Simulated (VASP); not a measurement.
# Fe (Im-3m) in VASP: further runs

The runs below take Fe through relaxation of cell and atoms, single point, with LDA.

All numbers are computed with VASP 6.6.1; they aren't measurements. Logs are shortened: lines on timing, memory, paths and dates and some standing lists are left out, and cuts for length are marked.

## (1) The cell of the first run

It takes space group Im-3m (No. 229, cubic). Conventional cell: a = 2.866 Å, b = 2.866 Å, c = 2.866 Å, α = 90.00°, β = 90.00°, γ = 90.00°. Within 3.3 Å of Fe (site symmetry m-3m) lie 14 Fe at 2.48 to 2.87 Å.

## (2) Relaxation of cell and atoms, LDA

File INCAR:

```
PREC = Accurate ; ENCUT = 600
EDIFF = 1E-6 ; ISMEAR = -1
SIGMA = 0.1 ; LREAL = F
LASPH = T ; NELM = 100
ALGO = Normal ; ISIF = 3
LWAVE = F ; LCHARG = F
GGA = CA ; IBRION = 2
NSW = 80 ; EDIFFG = -0.01
```

File KPOINTS:

```
regular mesh
0
Gamma
  15 15 15
```

File POSCAR:

```
Fe
1.0
   -1.4332500000      1.4332500000      1.4332500000
    1.4332500000     -1.4332500000      1.4332500000
    1.4332500000      1.4332500000     -1.4332500000
Fe
1
Direct
    0.0000000000      0.0000000000      0.0000000000
```

Potentials or basis: VASP PAW LDA potentials, release 64 (Fe).

Started as:

```console
$ cat potpaw_LDA.64/Fe/POTCAR > POTCAR
$ mpirun -np 1 vasp_std > vasp.out
```

OUTCAR:

```text
PREC = Accurate
   ENCUT = 600
   EDIFF = 1E-6
   ISMEAR = -1
   LREAL = F
   LASPH = T
   NELM = 100
   ISIF = 3
   GGA = CA
   IBRION = 2
   NSW = 80
   EDIFFG = -0.01

 ion  position               nearest neighbor table
   1  0.000  0.000  0.000-

  LATTYP: Found a body centered cubic cell.
 ALAT       =     2.8665000000

  Lattice vectors:

 A1 = (  -1.4332500000,   1.4332500000,   1.4332500000)
 A2 = (   1.4332500000,  -1.4332500000,   1.4332500000)
 A3 = (   1.4332500000,   1.4332500000,  -1.4332500000)

Analysis of symmetry for initial positions (statically):
=====================================================================
 Subroutine PRICEL returns:
 Original cell was already a primitive cell.

 Routine SETGRP: Setting up the symmetry group for a
 body centered cubic supercell.

 Subroutine GETGRP returns: Found 48 space group operations
 (whereof 48 operations were pure point group operations)
 out of a pool of 48 trial point group operations.

The static configuration has the point symmetry O_h .

Analysis of symmetry for dynamics (positions and initial velocities):
=====================================================================
 Subroutine PRICEL returns:
 Original cell was already a primitive cell.

 Routine SETGRP: Setting up the symmetry group for a
 body centered cubic supercell.

 Subroutine GETGRP returns: Found 48 space group operations
 (whereof 48 operations were pure point group operations)
 out of a pool of 48 trial point group operations.

The dynamic configuration has the point symmetry O_h .

 Subroutine INISYM returns: Found 48 space group operations
 (whereof 48 operations are pure point group operations),
 and found     1 'primitive' translations

----------------------------------------------------------------------------------------

                                     Primitive cell

  volume of cell :      11.7768

  direct lattice vectors                    reciprocal lattice vectors
    -1.433250000  1.433250000  1.433250000     0.000000000  0.348857492  0.348857492
     1.433250000 -1.433250000  1.433250000     0.348857492  0.000000000  0.348857492
     1.433250000  1.433250000 -1.433250000     0.348857492  0.348857492  0.000000000

  length of vectors
     2.482461820  2.482461820  2.482461820     0.493358996  0.493358996  0.493358996

  position of ions in fractional coordinates (direct lattice)
     0.000000000  0.000000000  0.000000000

  ion indices of the primitive-cell ions
   primitive index   ion index
                 1           1
[... 78 lines left out ...]
   ISIF   =      3    stress and relaxation
   ISYM   =      2    0-nonsym 1-usesym 2-fastsym
   POTIM  = 0.5000    time-step for ionic-motion
   TEBEG  =    0.0;   TEEND  =   0.0 temperature during run
   PSTRESS=    0.0 pullay stress
   NELECT =       8.0000    total number of electrons
   NUPDOWN=      -1.0000    fix difference up-down
   EMIN   =  10.00;   EMAX   =-10.00  energy-range for DOS
   EFERMI =   0.00;   METHOD = LEGACY
   ISMEAR =    -1;   SIGMA  =   0.10  broadening in eV -4-tet -1-fermi 0-gaus
   EFERMI_NEDOS =   21; number of points for ismear=-14 and -15
   IALGO  =     38    algorithm
   IMIX   =      4    mixing-type and parameters
     AMIX     =   0.40;   BMIX     =  1.00
     AMIX_MAG =   1.60;   BMIX_MAG =  1.00
  volume/ion in A,a.u.               =      11.78        79.47
  Fermi-wavevector in a.u.,A,eV,Ry     =   1.439117  2.719537 28.178465  2.071059
  Thomas-Fermi vector in A             =   2.558009
   LORBIT       =      0    0 simple, 1 ext, 2 COOP (PROOUT), +10 PAW based schemes
   GGA     = CA    functional components
   LHFCALC =     F    Hartree Fock is set to
   AEXX    =    0.0000 exact exchange contribution
   IVDW    =     0    specifies the selected vdW correction
   LEPSILON=     F    determine dielectric tensor
   LRPA    =     F    only Hartree local field effects (RPA)
 conjugate gradient relaxation of ions
 non-spin polarized calculation
  energy-cutoff  :      600.00
  volume of cell :       11.78
 maximum number of plane-waves:       406
   NGX =  9   NGY =  9   NGZ =  9

--------------------------------------- Ionic step        1  -------------------------------------------

 number of electron       7.9999998 magnetization

 Free energy of the ion-electron system (eV)
  ---------------------------------------------------
  ext. energy  EPLUGINS =         0.00000000
  ---------------------------------------------------
  free energy    TOTEN  =        -8.75682615 eV

  energy without entropy =       -8.63370058  energy(sigma->0) =       -8.69526337

------------------------ aborting loop because EDIFF is reached ----------------------------------------

  FORCE on cell =-STRESS in cart. coord.  units (eV):
  Direction    XX          YY          ZZ          XY          YZ          ZX
  --------------------------------------------------------------------------------------
  -------------------------------------------------------------------------------------
  Total       -2.7819557     -2.7819557     -2.7819557     -0.0000000     -0.0000000      0.0000000
  in kB     -378.4730383   -378.4730383   -378.4730383     -0.0000000     -0.0000000      0.0000000
  external PRESSURE =    -378.4730383 kB  Pullay stress =       0.0000000 kB
[... 22 lines left out ...]
--------------------------------------- Ionic step        2  -------------------------------------------

 number of electron       8.0000000 magnetization

 E-fermi :  10.8473     XC(G=0): -15.8092

 val. band max:       10.8425697162   @ k =   0.2000   0.1333   0.1333
 cond. band min:      10.8504482509   @ k =  -0.4667   0.4667   0.3333
 fundamental gap:      0.0078785347
 Fermi energy:        10.8473049147

 k-point     1 :       0.0000    0.0000    0.0000
  band No.  band energies     occupation
      1       0.1384      2.00000
      2       8.0282      2.00000
      3       8.0282      2.00000
      4       8.0282      2.00000
      5      10.7130      1.58590
      6      10.7130      1.58590
      7      39.7069      0.00000
      8      39.7069      0.00000
[... 357 lines left out ...]
--------------------------------------- Ionic step        5  -------------------------------------------

 number of electron       8.0000004 magnetization

 Free energy of the ion-electron system (eV)
  ---------------------------------------------------
  ext. energy  EPLUGINS =         0.00000000
  ---------------------------------------------------
  free energy    TOTEN  =        -9.03044681 eV

  energy without entropy =       -8.93495267  energy(sigma->0) =       -8.98269974

 E-fermi :   7.3497     XC(G=0): -14.2845

 val. band max:        7.3473035139   @ k =   0.2000   0.0000   0.0000
 cond. band min:       7.3522445276   @ k =   0.2000   0.1333   0.1333
 fundamental gap:      0.0049410137
 Fermi energy:         7.3496849977

 k-point     1 :       0.0000    0.0000    0.0000
  band No.  band energies     occupation
      1      -1.8791      2.00000
      2       5.3878      2.00000
      3       5.3878      2.00000
      4       5.3878      2.00000
      5       7.2874      1.30194
      6       7.2874      1.30194
      7      33.7285      0.00000
      8      33.7285      0.00000
[... 281 lines left out ...]
  FREE ENERGIE OF THE ION-ELECTRON SYSTEM (eV)
  ---------------------------------------------------
  free  energy   TOTEN  =        -9.0304468090 eV

  energy  without entropy=       -8.9349526662  energy(sigma->0) =       -8.98269974

 reached required accuracy - stopping structural energy minimisation
```

Run time: 30 s. Hardware: 1 thread of Intel Xeon Platinum 8488C (Sapphire Rapids), shared host; peak memory 0.13 GiB.

What came out:

```
Free energy                            : -9.0304 eV
Relaxed volume                         : 9.82 Å³/atom
Relaxed cell                           : a = 2.337 Å, b = 2.337 Å, c = 2.337 Å, α = 109.47°, β = 109.47°, γ = 109.47°
Space group after relaxing (to 0.05 Å) : Im-3m (No. 229)
Energy gained by relaxing              : 273.6 meV/atom
Ionic steps                            : 5
Pressure after relaxing                : 0.1 GPa
Band gap on the k mesh                 : zero (band 4 reaches 8.43 eV, above the bottom of band 5 at 6.34 eV)
```

The path:
| step | energy change (eV) | largest force (eV/Å) | pressure (GPa) | volume (Å³) |
| --- | --- | --- | --- | --- |
| 1 | 0.0000 | 0.0000 | -37.85 | 11.78 |
| 2 | 0.4999 | 0.0000 | 143.02 | 7.64 |
| 3 | -0.2721 | 0.0000 | -3.85 | 9.95 |
| 4 | -0.2735 | 0.0000 | -1.32 | 9.87 |
| 5 | -0.2736 | 0.0000 | 0.12 | 9.82 |

Final structure:
```yaml
crystal:
  lattice:
    - [-1.34912, 1.34912, 1.34912]
    - [1.34912, -1.34912, 1.34912]
    - [1.34912, 1.34912, -1.34912]
  atoms:
    - { symbol: Fe, position: [0.00000, 0.00000, 0.00000] }
```

Caveat: the volume moved by over 15 % at a fixed basis, so the end points are rough; the volume moved by -17 % from the deposited cell, more than functionals usually miss; the run has no spin polarisation, though such a crystal can be magnetic.

## (3) Single point, LDA (volume scaled by 0.88)

File INCAR:

```
PREC     = Accurate       # precision mode
ENCUT    = 520            # plane-wave cutoff, eV
EDIFF    = 1E-7           # SCF threshold, eV
ISMEAR   = -1             # smearing method
SIGMA    = 0.1            # smearing width, eV
LREAL    = F              # projectors in reciprocal space
LASPH    = T              # aspherical terms in the spheres
NELM     = 100            # most SCF steps
ALGO     = Normal         # electronic algorithm
ISIF     = 2              # what is computed and relaxed
LWAVE    = F              # write WAVECAR
LCHARG   = F              # write CHGCAR
GGA      = CA             # functional
NBANDS   = 10             # bands
```

File KPOINTS:

```
regular mesh
0
Gamma
  27 27 27
```

File POSCAR:

```
Fe
1.0
   -1.2935135417      1.2935135417      1.2935135417
    1.2935135417     -1.2935135417      1.2935135417
    1.2935135417      1.2935135417     -1.2935135417
Fe
1
Direct
    0.0000000000      0.0000000000      0.0000000000
```

Potentials or basis: VASP PAW LDA potentials, release 64 (Fe).

Started as:

```console
$ cat potpaw_LDA.64/Fe/POTCAR > POTCAR
$ mpirun -np 1 vasp_std > vasp.out
```

Run time: 29 s. Hardware: 1 thread of Intel Xeon Platinum 8488C (Sapphire Rapids), shared host; peak memory 0.15 GiB.

It converged, with:

```
Free energy            : -8.8509 eV
Pressure               : 54.6 GPa
Band gap on the k mesh : zero (band 4 reaches 10.38 eV, above the bottom of band 5 at 7.57 eV)
```

Levels at points of the mesh, in eV from the Fermi level:
```tsv
k point	band 1	band 2	band 3	band 4	band 5	band 6	band 7	band 8
(0.00, 0.00, 0.00)	-9.99	-2.36	-2.36	-2.36	-0.09	-0.09	27.63	27.63
```

Caveat: the cell differs from its parent crystal (volume scaled by 0.88); the run has no spin polarisation, though such a crystal can be magnetic.

## (4) Single point, LDA (volume scaled by 0.92)

File INCAR:

```
SYSTEM = Fe
PREC = Accurate
ENCUT = 520
EDIFF = 1E-7
ISMEAR = -1
SIGMA = 0.1
LREAL = .FALSE.
LASPH = .TRUE.
NELM = 100
ALGO = Normal
ISIF = 2
LWAVE = .FALSE.
LCHARG = .FALSE.
GGA = CA
NBANDS = 10
```

File KPOINTS:

```
regular mesh
0
G
  27 27 27
  0 0 0
```

File POSCAR:

```
Fe
1.0
   -1.3128225607      1.3128225607      1.3128225607
    1.3128225607     -1.3128225607      1.3128225607
    1.3128225607      1.3128225607     -1.3128225607
Fe
1
Direct
    0.0000000000      0.0000000000      0.0000000000
```

Started as:

```console
$ cat potpaw_LDA.64/Fe/POTCAR > POTCAR
$ mpirun -np 1 vasp_std > vasp.out
```

Wall time 27 s (1 thread of Intel Xeon Platinum 8488C (Sapphire Rapids), shared host); peak memory 0.16 GiB.

The run converged. Its results:

```
Free energy            : -8.9562 eV
Pressure               : 32.1 GPa
Band gap on the k mesh : zero (band 4 reaches 9.69 eV, above the bottom of band 5 at 7.07 eV)
```

Levels at points of the mesh, in eV from the Fermi level:
| k point | band 2 | band 3 | band 4 | band 5 | band 6 | band 7 |
| --- | --- | --- | --- | --- | --- | --- |
| (0.00, 0.00, 0.00) | -2.21 | -2.21 | -2.21 | -0.08 | -0.08 | 27.19 |

Caveat: the cell differs from its parent crystal (volume scaled by 0.92); the run has no spin polarisation, though such a crystal can be magnetic.

## (5) Single point, LDA (volume scaled by 0.96)

File INCAR:

```
PREC     = Accurate       # precision mode
ENCUT    = 520            # plane-wave cutoff, eV
EDIFF    = 1E-6           # SCF threshold, eV
ISMEAR   = -1             # smearing method
SIGMA    = 0.1            # smearing width, eV
LREAL    = False          # projectors in reciprocal space
LASPH    = True           # aspherical terms in the spheres
NELM     = 100            # most SCF steps
ALGO     = Normal         # electronic algorithm
ISIF     = 2              # what is computed and relaxed
LWAVE    = False          # write WAVECAR
LCHARG   = False          # write CHGCAR
NBANDS   = 10             # bands
```

File KPOINTS:

```
Automatic mesh
0
Gamma
  27 27 27
```

File POSCAR:

```
Fe
1.0
   -1.3315797029      1.3315797029      1.3315797029
    1.3315797029     -1.3315797029      1.3315797029
    1.3315797029      1.3315797029     -1.3315797029
Fe
1
Direct
    0.0000000000      0.0000000000      0.0000000000
```

Potentials or basis: VASP PAW LDA potentials, release 64 (Fe).

Started as:

```console
$ cat potpaw_LDA.64/Fe/POTCAR > POTCAR
$ mpirun -np 1 vasp_std > vasp.out
```

OUTCAR:

```text
PREC = Accurate
   ENCUT = 520
   EDIFF = 1E-6
   ISMEAR = -1
   LREAL = False
   LASPH = True
   NELM = 100
   ISIF = 2

 ion  position               nearest neighbor table
   1  0.000  0.000  0.000-

  LATTYP: Found a body centered cubic cell.
 ALAT       =     2.6631594058

  Lattice vectors:

 A1 = (  -1.3315797029,   1.3315797029,   1.3315797029)
 A2 = (   1.3315797029,  -1.3315797029,   1.3315797029)
 A3 = (   1.3315797029,   1.3315797029,  -1.3315797029)

Analysis of symmetry for initial positions (statically):
=====================================================================
 Subroutine PRICEL returns:
 Original cell was already a primitive cell.

 Routine SETGRP: Setting up the symmetry group for a
 body centered cubic supercell.

 Subroutine GETGRP returns: Found 48 space group operations
 (whereof 48 operations were pure point group operations)
 out of a pool of 48 trial point group operations.

The static configuration has the point symmetry O_h .

Analysis of symmetry for dynamics (positions and initial velocities):
=====================================================================
 Subroutine PRICEL returns:
[... 156 lines left out ...]

 val. band max:        7.8377520155   @ k =   0.1852   0.0370   0.0370
 cond. band min:       7.8414731426   @ k =   0.3704   0.2593   0.0000
 fundamental gap:      0.0037211271
 Fermi energy:         7.8403891763

 k-point     1 :       0.0000    0.0000    0.0000
  band No.  band energies     occupation
      1      -1.6234      2.00000
      2       5.7637      2.00000
      3       5.7637      2.00000
      4       5.7637      2.00000
      5       7.7700      1.33800
      6       7.7700      1.33800
      7      34.6088      0.00000
      8      34.6088      0.00000
      9      34.6088      0.00000
     10      41.1884      0.00000
[... 287 lines left out ...]
 k-point    24 :       0.3704    0.0370    0.0000
  band No.  band energies     occupation
      1       2.2543      2.00000
      2       4.4103      2.00000
      3       6.7517      1.99996
      4       7.7288      1.50653
      5       8.0885      0.15439
      6       9.0659      0.00001
      7      19.9732      0.00000
      8      28.3245      0.00000
      9      31.9189      0.00000
     10      34.8128      0.00000

 [... further k-points ...]
[... 5 lines left out ...]
  --------------------------------------------------------------------------------------
  -------------------------------------------------------------------------------------
  Total        0.8323395      0.8323395      0.8323395     -0.0000000     -0.0000000      0.0000000
  in kB      141.2048500    141.2048500    141.2048500     -0.0000000     -0.0000000      0.0000000
  external PRESSURE =     141.2048500 kB  Pullay stress =       0.0000000 kB

 VOLUME and BASIS-vectors are now :
 -----------------------------------------------------------------------------
  energy-cutoff  :      520.00
  volume of cell :        9.44
      direct lattice vectors                 reciprocal lattice vectors
    -1.331579703  1.331579703  1.331579703     0.000000000  0.375493858  0.375493858
     1.331579703 -1.331579703  1.331579703     0.375493858  0.000000000  0.375493858
     1.331579703  1.331579703 -1.331579703     0.375493858  0.375493858  0.000000000

 POSITION                                       TOTAL-FORCE (eV/Angst)
 -----------------------------------------------------------------------------------
      0.00000      0.00000      0.00000         0.000000      0.000000      0.000000
 -----------------------------------------------------------------------------------
    total drift:                                0.000000      0.000000      0.000000

  FREE ENERGIE OF THE ION-ELECTRON SYSTEM (eV)
  ---------------------------------------------------
  free  energy   TOTEN  =        -9.0121253572 eV

  energy  without entropy=       -8.9203060277  energy(sigma->0) =       -8.96621569
```

OSZICAR:

```text
N       E                     dE             d eps       ncg     rms          rms(c)
DAV:   1     0.151882214902E+02    0.15188E+02   -0.43964E+03 12058   0.112E+03
DAV:   2    -0.992586915046E+01   -0.25114E+02   -0.23778E+02 11342   0.135E+02
DAV:   3    -0.104281728142E+02   -0.50230E+00   -0.49803E+00 12314   0.237E+01
DAV:   4    -0.104302806600E+02   -0.21078E-02   -0.21075E-02 12138   0.139E+00
DAV:   5    -0.104302965925E+02   -0.15933E-04   -0.15934E-04 12248   0.118E-01    0.139E+01
DAV:   6    -0.910913704851E+01    0.13212E+01   -0.94573E+00 12076   0.524E+01    0.161E+00
DAV:   7    -0.903609867276E+01    0.73038E-01   -0.32534E-01 12350   0.980E+00    0.124E+00
DAV:   8    -0.901554807897E+01    0.20551E-01   -0.12564E-02 16578   0.940E-01    0.394E-01
DAV:   9    -0.901210235910E+01    0.34457E-02   -0.14914E-03 11816   0.423E-01    0.440E-02
DAV:  10    -0.901212565736E+01   -0.23298E-04   -0.13711E-05 12684   0.347E-02    0.185E-02
DAV:  11    -0.901212535716E+01    0.30020E-06   -0.37205E-07  6644   0.583E-03
   1 F= -.90121254E+01 E0= -.89662157E+01  d E =-.918193E-01
```

Wall time 27 s (1 thread of Intel Xeon Platinum 8488C (Sapphire Rapids), shared host); peak memory 0.16 GiB.

Results:

```yaml
Free_energy: -9.0121 eV
Pressure: 14.1 GPa
Band_gap_on_the_k_mesh: zero (band 4 reaches 9.06 eV, above the bottom of band 5 at 6.61 eV)
```

Caveat: the cell differs from its parent crystal (volume scaled by 0.96); the run has no spin polarisation, though such a crystal can be magnetic.

## (6) The runs side by side

```csv
task,cell,k mesh,cutoff (eV),gap on the mesh (eV),pressure (GPa)
relaxation of cell and atoms,"relaxed from a = 2.482 Å, angles 109.5°, 1 atom",15 × 15 × 15,600,none,0.1
single point,"a = 2.240 Å, angles 109.5°, 1 atom",27 × 27 × 27,520,none,54.6
single point,"a = 2.274 Å, angles 109.5°, 1 atom",27 × 27 × 27,520,none,32.1
single point,"a = 2.306 Å, angles 109.5°, 1 atom",27 × 27 × 27,520,none,14.1
```

Alike in all rows: level LDA; potentials or basis VASP PAW LDA potentials, release 64 (Fe); no spin polarisation; smearing fermi-dirac 0.1 eV.

Caveats: the run has no spin polarisation, though such a crystal can be magnetic; the volume moved by over 15 % at a fixed basis, so the end points are rough (some runs); the volume moved by -17 % from the deposited cell, more than functionals usually miss (some runs).

Total energies depend on the potentials used, so only differences within one code and one set of settings carry meaning.
